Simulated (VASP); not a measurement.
Runs of VASP 6.6.1 on EuS. It takes space group Fm-3m (No. 225, cubic). Conventional cell: a = 5.957 Å, b = 5.957 Å, c = 5.957 Å, α = 90.00°, β = 90.00°, γ = 90.00°. Within 3.9 Å of Eu (site symmetry m-3m) lie 6 S at 2.98 Å. Within 3.9 Å of S (site symmetry m-3m) lie 6 Eu at 2.98 Å. 

| level | U | gap on the mesh (eV) | pressure (GPa) | moment (μB) |
| --- | --- | --- | --- | --- |
| PBE+U | Eu f U = 1.5 eV | none | -1.6 | 7.00 |
| PBE+U | Eu f U = 3.0 eV | none | -0.5 | 7.00 |
| PBE+U | Eu f U = 6.0 eV | 0.42 | 1.1 | 7.00 |
| PBE+U | Eu f U = 4.5 eV | - | 0.4 | 7.00 |
| PBE | - | none | (b) | (a) |

Alike in all rows: task single point; potentials or basis VASP PAW PBE potentials, release 64 (Eu, S); spin collinear, ferromagnetic start; cell as given; k mesh 10 × 10 × 10; cutoff (eV) 600; smearing fermi-dirac 0.05 eV.

Question: Estimate the missing entries.

Answer: (a) 6.98; (b) -2.7.

Caveats: spin-orbit coupling is left out, which moves the levels of the heavy elements; a cell with one magnetic atom can't hold antiferromagnetic order, which such compounds often take; semilocal functionals describe open f shells poorly, which spoils levels, moments and volumes (at least some runs).

A k mesh can miss the band edges, and the runs leave out spin-orbit coupling on Eu.

A gap of «none» marks levels without a gap at the run's occupations.
